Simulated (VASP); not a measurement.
A run of VASP 6.6.1:

File INCAR:

```
SYSTEM = Be
ALGO = Normal
EDIFF = 1E-6
ENCUT = 520
GGA = PE
ISIF = 2
ISMEAR = -1
IVDW = 12
LASPH = .TRUE.
LCHARG = .FALSE.
LREAL = Auto
LWAVE = .FALSE.
NBANDS = 60
NELM = 60
PREC = Accurate
SIGMA = 0.24
```

The input KPOINTS:

```
k-points
0
G
  2 2 2
  0 0 0
```

Contents of POSCAR:

```
Be
1.0
    6.4317980000      0.0000000000      0.0000000000
   -3.2158990000      5.5701010000      0.0000000000
    0.0000000000      0.0000000000      6.7190850000
Be
36
Direct
    0.0149121196      0.0809141522      0.1028116180
    0.1338216671      0.2871402152      0.3414601839
   -0.0221475456      0.0297122081      0.5826090904
    0.0896087008      0.2339454886      0.8243830819
   -0.0013249416      0.3982333534      0.0816033731
    0.1529880842      0.6514783125      0.3299556413
    0.0187816505      0.3975870455      0.5606715795
    0.0961707257      0.6113533668      0.8806258590
    0.0116271609      0.7496452937      0.1215046394
    0.0986211571      0.9731062327      0.3519526840
   -0.0242801737      0.7178505381      0.5770577393
    0.1031319002      0.9297317948      0.8616947099
    0.3474299774      0.0450261135      0.0674645432
    0.4597980674      0.2867093433      0.3121407156
    0.2857630071     -0.0191019876      0.5959740054
    0.5132413626      0.2648605474      0.8069551137
    0.3677925672      0.3775515022      0.0986890328
    0.4652921640      0.6481749613      0.3614331416
    0.3567882079      0.3383780653      0.5757331541
    0.4630789481      0.6124664526      0.8472135715
    0.3251375504      0.6918186941      0.0733284368
    0.4454906720      0.9417603020      0.3552120564
    0.3281755560      0.7198792266      0.6229270801
    0.4603214105      0.9578641393      0.8697464015
    0.6579778718      0.0080788481      0.0784332986
    0.7683331543      0.2401392722      0.3190761837
    0.6537841270      0.0677905122      0.5820137712
    0.8005000057      0.2701746342      0.8260648585
    0.6676459475      0.3744097279      0.0781505220
    0.7865387045      0.5821258896      0.3446600244
    0.7034451363      0.3838170978      0.5725184307
    0.7790360711      0.6137949743      0.8450704225
    0.6822664018      0.7354085680      0.0974835115
    0.7786349918      0.9747579083      0.3204305348
    0.6623821117      0.6871509152      0.5808677818
    0.8008220651      0.9064108532      0.8473624013
```

Potentials or basis: VASP PAW PBE potentials, release 64 (Be).

Command:

```bash
$ cat potpaw_PBE.64/Be/POTCAR > POTCAR
$ mpirun -np 1 vasp_std > vasp.out
```

Hardware: 1 thread of Intel(R) Xeon(R) Platinum 8488C (Sapphire Rapids), on a shared host.

How long does it take, and how much memory?

Run time: 3.6 min on 1 thread of Intel(R) Xeon(R) Platinum 8488C (Sapphire Rapids), on a shared host, peak memory 0.37 GiB. Counts: scf iterations 14, k points 8.
